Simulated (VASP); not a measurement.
Input of a VASP 6.6.1 run:

INCAR

```
PREC     = Accurate       # precision mode
ENCUT    = 520            # plane-wave cutoff, eV
EDIFF    = 1E-6           # SCF threshold, eV
ISMEAR   = 0              # smearing method
SIGMA    = 0.05           # smearing width, eV
LREAL    = False          # projectors in reciprocal space
LASPH    = True           # aspherical terms in the spheres
NELM     = 100            # most SCF steps
ALGO     = Normal         # electronic algorithm
ISIF     = 2              # what is computed and relaxed
LWAVE    = False          # write WAVECAR
LCHARG   = False          # write CHGCAR
LDIPOL   = True         
IDIPOL   = 3            
DIPOL    = 0.5 0.5 0.388
GGA      = PE             # functional
IVDW     = 12             # dispersion correction
IBRION   = 2              # ionic algorithm
NSW      = 40             # ionic steps
EDIFFG   = -0.003         # ionic threshold
```

File KPOINTS:

```
regular mesh
0
Gamma
  9 9 1
```

Contents of POSCAR:

```
PtSe2
1.0
    3.7069016985      0.0000000000      0.0000000000
   -1.8534508492      3.2102710402      0.0000000000
    0.0000000000      0.0000000000     22.7988453851
Se Pt
4 2
Selective dynamics
Direct
    0.6666666667      0.3333333333      0.1973784165  F F F
    0.3333333333      0.6666666667      0.3135870511  F F T
    0.3333333333      0.6666666667      0.4630683052  F F T
    0.0000000000      1.0000000000      0.5792769398  F F T
    0.0000000000      0.0000000000      0.2554827338  F F T
   -0.3333333333      0.3333333333      0.5211726225  F F T
```

Potentials or basis: VASP PAW PBE potentials, release 64 (Se, Pt).

Run with:

```sh
$ cat potpaw_PBE.64/Se/POTCAR potpaw_PBE.64/Pt/POTCAR > POTCAR
$ mpirun -np 1 vasp_std > vasp.out
```

**Question.** Estimate the dispersion energy per atom.

**Answer.** -0.343 eV.

**Question.** Predict the band gap on the k mesh.

**Answer.** 0.84 eV (least direct gap 1.02 eV).

**Question.** Predict the energy gained by relaxing.

**Answer.** 0.6 meV/atom.

Step by step:
```csv
step,energy change (eV),largest force on free atoms (eV/Å),pressure (GPa)
1,0.0000,0.0787,0.03
2,-0.0004,0.0332,0.09
3,-0.0005,0.0476,0.11
4,-0.0007,0.0291,0.14
5,-0.0008,0.0561,0.19
6,-0.0010,0.0367,0.18
7,-0.0011,0.0444,0.18
8,-0.0012,0.0305,0.17
9,-0.0014,0.0650,0.15
10,-0.0015,0.0619,0.14
11,-0.0018,0.0579,0.13
12,-0.0024,0.0527,0.09
13,-0.0032,0.0424,0.02
14,-0.0035,0.0642,-0.11
15,-0.0036,0.0402,-0.06
16,-0.0036,0.0720,0.00
17,-0.0038,0.0187,-0.03
18,-0.0038,0.0095,0.00
19,-0.0038,0.0078,-0.01
20,-0.0038,0.0041,-0.01
21,-0.0038,0.0030,-0.01
22,-0.0038,0.0063,-0.01
23,-0.0038,0.0011,-0.01
```

Caveat: spin-orbit coupling is left out, which moves the levels of the heavy elements.
